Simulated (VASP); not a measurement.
# As (Pm-3m) in VASP: a series of runs

As is run at these levels: r2SCAN; tasks: relaxation of cell and atoms.

All numbers are computed with VASP 6.6.1; they aren't measurements. Logs are shortened: lines on timing, memory, paths and dates and some standing lists are left out, and cuts for length are marked.

## (1) The cell of the first run

The structure is cubic, space group Pm-3m (No. 221). The conventional cell has a = 2.870 Å, b = 2.870 Å, c = 2.870 Å, α = 90.00°, β = 90.00°, γ = 90.00°. Within 3.8 Å of As (site symmetry m-3m) lie 6 As at 2.87 Å.

This isn't the form of As at room conditions, which is rhombohedral.

## (2) Relaxation of cell and atoms, r2SCAN, target pressure 10 GPa, at which the enthalpy is minimised

POSCAR

```
As
1.0
    2.8700000000      0.0000000000      0.0000000000
    0.0000000000      2.8700000000      0.0000000000
    0.0000000000      0.0000000000      2.8700000000
As
1
Direct
    0.0000000000      0.0000000000      0.0000000000
```

INCAR.step1

```
SYSTEM = As
  PREC = Accurate
  ENCUT = 600
  ISMEAR = 0
  SIGMA = 0.1
  LREAL = .FALSE.
  LASPH = .TRUE.
  NELM = 60
  GGA = PE
  ALGO = Normal
  EDIFF = 1E-4
  LWAVE = .TRUE.
  LCHARG = .FALSE.
```

INCAR.step2

```
SYSTEM = As
  PREC = Accurate
  ENCUT = 600
  EDIFF = 1E-6
  ISMEAR = 0
  SIGMA = 0.1
  LREAL = .FALSE.
  LASPH = .TRUE.
  NELM = 60
  ALGO = Normal
  ISIF = 3
  LWAVE = .FALSE.
  LCHARG = .FALSE.
  METAGGA = R2SCAN
  LMIXTAU = .TRUE.
  IBRION = 2
  NSW = 80
  EDIFFG = -0.02
  PSTRESS = 100.0
  ISTART = 1
```

KPOINTS

```
Automatic mesh
0
G
  9 9 9
  0 0 0
```

Potentials or basis: VASP PAW PBE potentials, release 64 (As).

Run with:

```
$ cat potpaw_PBE.64/As/POTCAR > POTCAR
$ cp INCAR.step1 INCAR
$ mpirun -np 1 vasp_std > vasp.out
$ cp INCAR.step2 INCAR
$ mpirun -np 1 vasp_std > vasp.out
```

OUTCAR:

```text
SYSTEM = As
   PREC = Accurate
   ENCUT = 600
   EDIFF = 1E-6
   ISMEAR = 0
   LREAL = .FALSE.
   LASPH = .TRUE.
   NELM = 60
   ISIF = 3
   METAGGA = R2SCAN
   IBRION = 2
   NSW = 80
   EDIFFG = -0.02
   PSTRESS = 100.0
   ISTART = 1

 ion  position               nearest neighbor table
   1  0.000  0.000  0.000-

  LATTYP: Found a simple cubic cell.
 ALAT       =     2.8700000000

  Lattice vectors:

 A1 = (   2.8700000000,   0.0000000000,   0.0000000000)
 A2 = (   0.0000000000,   2.8700000000,   0.0000000000)
 A3 = (   0.0000000000,   0.0000000000,   2.8700000000)

Analysis of symmetry for initial positions (statically):
=====================================================================
 Subroutine PRICEL returns:
 Original cell was already a primitive cell.

 Routine SETGRP: Setting up the symmetry group for a
 simple cubic supercell.

 Subroutine GETGRP returns: Found 48 space group operations
 (whereof 48 operations were pure point group operations)
 out of a pool of 48 trial point group operations.

The static configuration has the point symmetry O_h .

Analysis of symmetry for dynamics (positions and initial velocities):
=====================================================================
 Subroutine PRICEL returns:
 Original cell was already a primitive cell.

 Routine SETGRP: Setting up the symmetry group for a
 simple cubic supercell.

 Subroutine GETGRP returns: Found 48 space group operations
 (whereof 48 operations were pure point group operations)
 out of a pool of 48 trial point group operations.

The dynamic configuration has the point symmetry O_h .

 Subroutine INISYM returns: Found 48 space group operations
 (whereof 48 operations are pure point group operations),
 and found     1 'primitive' translations

----------------------------------------------------------------------------------------

                                     Primitive cell

  volume of cell :      23.6399

  direct lattice vectors                    reciprocal lattice vectors
     2.870000000  0.000000000  0.000000000     0.348432056  0.000000000  0.000000000
     0.000000000  2.870000000  0.000000000     0.000000000  0.348432056  0.000000000
     0.000000000  0.000000000  2.870000000     0.000000000  0.000000000  0.348432056

  length of vectors
     2.870000000  2.870000000  2.870000000     0.348432056  0.348432056  0.348432056

  position of ions in fractional coordinates (direct lattice)
     0.000000000  0.000000000  0.000000000

  ion indices of the primitive-cell ions
   primitive index   ion index
                 1           1

----------------------------------------------------------------------------------------

 KPOINTS: Automatic mesh

Automatic generation of k-mesh.
 Grid dimensions read from file:
 generate k-points for:    9    9    9

 Generating k-lattice:

  Cartesian coordinates                     Fractional coordinates (reciprocal lattice)
     0.038714673  0.000000000  0.000000000     0.111111111  0.000000000  0.000000000
     0.000000000  0.038714673  0.000000000     0.000000000  0.111111111  0.000000000
     0.000000000  0.000000000  0.038714673     0.000000000  0.000000000  0.111111111

  Length of vectors
     0.038714673  0.038714673  0.038714673

  Shift w.r.t. Gamma in fractional coordinates (k-lattice)
     0.000000000  0.000000000  0.000000000

 Subroutine IBZKPT returns following result:
 ===========================================

 Found     35 irreducible k-points:

 Following reciprocal coordinates:
            Coordinates               Weight
  0.000000  0.000000  0.000000      1.000000
  0.111111  0.000000  0.000000      6.000000
  0.222222  0.000000  0.000000      6.000000
  0.333333  0.000000  0.000000      6.000000
  0.444444  0.000000  0.000000      6.000000
  0.111111  0.111111  0.000000     12.000000
[... 16 lines left out ...]
  0.333333  0.333333  0.111111     24.000000
  0.444444  0.333333  0.111111     48.000000
 [... further k-points ...]
   k-points           NKPTS =     35   k-points in BZ     NKDIM =     35   number of bands    NBANDS=      6
   number of dos      NEDOS =    301   number of ions     NIONS =      1
   total plane-waves  NPLWV =  13824
   dimension x,y,z NGX =    24 NGY =   24 NGZ =   24
   dimension x,y,z NGXF=    48 NGYF=   48 NGZF=   48
   ions per type =               1
   NGX,Y,Z   is equivalent  to a cutoff of  13.90, 13.90, 13.90 a.u.
   NGXF,Y,Z  is equivalent  to a cutoff of  27.80, 27.80, 27.80 a.u.
 SYSTEM =  As
   PREC   = accura    normal or accurate (medium, high low for compatibility)
   ISTART =      1    job   : 0-new  1-cont  2-samecut
   ICHARG =      0    charge: 1-file 2-atom 10-const
   ISPIN  =      1    spin polarized calculation?
   LNONCOLLINEAR =      F non collinear calculations
   LSORBIT =      F    spin-orbit coupling
   LASPH  =      T    aspherical Exc in radial PAW
   ENCUT  =  600.0 eV  44.10 Ry    6.64 a.u.   5.73  5.73  5.73*2*pi/ulx,y,z
   NELM   =     60;   NELMIN=  2; NELMDL=  0     # of ELM steps
   EDIFF  = 0.1E-05   stopping-criterion for ELM
   LREAL  =      F    real-space projection
   EDIFFG = -.2E-01   stopping-criterion for IOM
   NSW    =     80    number of steps for IOM
   IBRION =      2    ionic relax: 0-MD 1-quasi-New 2-CG
   NFREE  =      1    steps in history (QN), initial steepest desc. (CG)
   ISIF   =      3    stress and relaxation
   ISYM   =      2    0-nonsym 1-usesym 2-fastsym
   POTIM  = 0.5000    time-step for ionic-motion
   TEBEG  =    0.0;   TEEND  =   0.0 temperature during run
   PSTRESS=  100.0 pullay stress
   NELECT =       5.0000    total number of electrons
   NUPDOWN=      -1.0000    fix difference up-down
   EMIN   =  10.00;   EMAX   =-10.00  energy-range for DOS
   EFERMI =   0.00;   METHOD = LEGACY
   ISMEAR =     0;   SIGMA  =   0.10  broadening in eV -4-tet -1-fermi 0-gaus
   EFERMI_NEDOS =   21; number of points for ismear=-14 and -15
   IALGO  =     38    algorithm
   IMIX   =      4    mixing-type and parameters
     AMIX     =   0.40;   BMIX     =  1.00
     AMIX_MAG =   1.60;   BMIX_MAG =  1.00
  volume/ion in A,a.u.               =      23.64       159.53
  Fermi-wavevector in a.u.,A,eV,Ry     =   0.975400  1.843240 12.944664  0.951406
  Thomas-Fermi vector in A             =   2.105937
   LORBIT       =      0    0 simple, 1 ext, 2 COOP (PROOUT), +10 PAW based schemes
   METAGGA = R2SCAN    functional components
   LHFCALC =     F    Hartree Fock is set to
   AEXX    =    0.0000 exact exchange contribution
   IVDW    =     0    specifies the selected vdW correction
   LEPSILON=     F    determine dielectric tensor
   LRPA    =     F    only Hartree local field effects (RPA)
 conjugate gradient relaxation of ions
 non-spin polarized calculation
 Gauss-broadening in eV      SIGMA  =   0.10
  energy-cutoff  :      600.00
  volume of cell :       23.64
 maximum number of plane-waves:       808
 NGX is ok and might be reduce to    24
   NGX = 11   NGY = 11   NGZ = 11

--------------------------------------- Ionic step        1  -------------------------------------------

 number of electron       5.0000001 magnetization

 Free energy of the ion-electron system (eV)
  ---------------------------------------------------
  ext. energy  EPLUGINS =         0.00000000
  ---------------------------------------------------
  free energy    TOTEN  =       -14.40194349 eV

  energy without entropy =      -14.40041563  energy(sigma->0) =      -14.40117956

 E-fermi :   3.9401     XC(G=0): -10.1245

 val. band max:        3.7906502358   @ k =   0.4444   0.3333   0.3333
 cond. band min:       4.0153743198   @ k =   0.3333   0.2222   0.0000
 fundamental gap:      0.2247240840
 Fermi energy:         3.9401233505

 k-point     1 :       0.0000    0.0000    0.0000
  band No.  band energies     occupation
      1     -10.2924      2.00000
      2       7.5254      0.00000
      3       7.5254      0.00000
      4       7.5254      0.00000
      5      12.6577      0.00000
      6      12.6577      0.00000

 k-point     2 :       0.1111    0.0000    0.0000
  band No.  band energies     occupation
      1     -10.0946      2.00000
      2       5.5548      0.00000
      3       7.6913      0.00000
      4       7.6913      0.00000
      5      12.8410      0.00000
      6      13.5952      0.00000
[... 190 lines left out ...]
 k-point    24 :       0.4444    0.3333    0.1111
  band No.  band energies     occupation
      1      -6.0410      2.00000
      2      -0.1137      2.00000
      3       2.2381      2.00000
      4       8.8410      0.00000
      5       9.6775      0.00000
      6      16.9705      0.00000

 [... further k-points ...]

------------------------ aborting loop because EDIFF is reached ----------------------------------------

  FORCE on cell =-STRESS in cart. coord.  units (eV):
  Direction    XX          YY          ZZ          XY          YZ          ZX
  --------------------------------------------------------------------------------------
  -------------------------------------------------------------------------------------
  Total       -1.5297617     -1.5297617     -1.5297617     -0.0000000     -0.0000000     -0.0000000
  in kB     -103.6784922   -103.6784922   -103.6784922     -0.0000000     -0.0000000     -0.0000000
  external PRESSURE =    -203.6784922 kB  Pullay stress =     100.0000000 kB
[... 207 lines left out ...]
  enthalpy is  TOTEN    =       -13.3799603217 eV   P V=        1.1263479371

--------------------------------------- Ionic step        7  -------------------------------------------

 number of electron       5.0000000 magnetization

 Free energy of the ion-electron system (eV)
  ---------------------------------------------------
  ext. energy  EPLUGINS =         0.00000000
  ---------------------------------------------------
  free energy    TOTEN  =       -14.50175087 eV

  energy without entropy =      -14.49951912  energy(sigma->0) =      -14.50063500

 E-fermi :   7.2416     XC(G=0): -11.3709

 val. band max:        7.1260065852   @ k =   0.3333   0.2222   0.0000
 cond. band min:       7.3341230888   @ k =   0.3333   0.2222   0.1111
 fundamental gap:      0.2081165035
 Fermi energy:         7.2415670206

 k-point     1 :       0.0000    0.0000    0.0000
  band No.  band energies     occupation
      1      -9.6997      2.00000
      2      11.6774      0.00000
      3      11.6774      0.00000
      4      11.6774      0.00000
      5      15.9058      0.00000
      6      15.9058      0.00000

 k-point     2 :       0.1111    0.0000    0.0000
  band No.  band energies     occupation
      1      -9.4390      2.00000
      2       8.8878      0.00000
      3      11.9136      0.00000
      4      11.9136      0.00000
      5      16.1293      0.00000
      6      17.8368      0.00000
[... 190 lines left out ...]
 k-point    24 :       0.4444    0.3333    0.1111
  band No.  band energies     occupation
      1      -3.6496      2.00000
      2       1.4527      2.00000
      3       4.9328      2.00000
      4      12.1846      0.00000
      5      13.9589      0.00000
      6      21.1160      0.00000

 [... further k-points ...]

------------------------ aborting loop because EDIFF is reached ----------------------------------------

  FORCE on cell =-STRESS in cart. coord.  units (eV):
  Direction    XX          YY          ZZ          XY          YZ          ZX
  --------------------------------------------------------------------------------------
  -------------------------------------------------------------------------------------
  Total        1.1225021      1.1225021      1.1225021     -0.0000000     -0.0000000      0.0000000
  in kB      100.0749235    100.0749235    100.0749235     -0.0000000     -0.0000000      0.0000000
  external PRESSURE =       0.0749235 kB  Pullay stress =     100.0000000 kB
[... 16 lines left out ...]
  FREE ENERGIE OF THE ION-ELECTRON SYSTEM (eV)
  ---------------------------------------------------
  free  energy   TOTEN  =       -14.5017508678 eV

  energy  without entropy=      -14.4995191234  energy(sigma->0) =      -14.50063500

  enthalpy is  TOTEN    =       -13.3800891419 eV   P V=        1.1216617259

 reached required accuracy - stopping structural energy minimisation
```

Run time: 37 s. Hardware: 1 thread of Intel Xeon 6975P-C (Granite Rapids), shared host; peak memory 0.15 GiB.

What came out:

| Item | Value |
| --- | --- |
| Free energy | -14.5018 eV |
| Relaxed volume | 17.97 Å³/atom |
| Relaxed cell | a = 2.619 Å, b = 2.619 Å, c = 2.619 Å, α = 90.00°, β = 90.00°, γ = 90.00° |
| Space group after relaxing (to 0.1 Å) | Pm-3m (No. 221) |
| Energy change on relaxing (the run minimises the enthalpy) | -99.8 meV/atom |
| Ionic steps | 7 |
| Pressure after relaxing | 10.0 GPa |
| Band gap on the k mesh | zero (an odd number of electrons rules out a gap without spin polarisation) |

Step by step:
| step | energy change (eV) | largest force (eV/Å) | pressure (GPa) | volume (Å³) |
| --- | --- | --- | --- | --- |
| 1 | 0.0000 | 0.0000 | -10.37 | 23.64 |
| 2 | 0.4215 | 0.0000 | 48.73 | 14.78 |
| 3 | -0.1079 | 0.0000 | 9.03 | 18.11 |
| 4 | -0.1016 | 0.0000 | 9.79 | 18.00 |
| 5 | -0.0951 | 0.0000 | 10.55 | 17.90 |
| 6 | -0.1044 | 0.0000 | 9.46 | 18.05 |
| 7 | -0.0998 | 0.0000 | 10.01 | 17.97 |

Final structure:
```
CELL_PARAMETERS angstrom
2.61933 0.00000 0.00000
0.00000 2.61933 0.00000
0.00000 0.00000 2.61933
ATOMIC_POSITIONS crystal
As 0.00000 0.00000 0.00000
```

Levels at points of the mesh, in eV from the Fermi level:
```csv
k point,band 1,band 2,band 3,band 4,band 5
"(0.00, 0.00, 0.00)",-16.94,4.44,4.44,4.44,8.66
```

Caveat: the cell is relaxed towards a set pressure, so the run minimises the enthalpy, not the energy; the volume moved by over 15 % at a fixed basis, so the end points are rough; the PAW data sets were made with another functional, which shifts forces and pressure a little.

(Continued in part 2 of 2.)
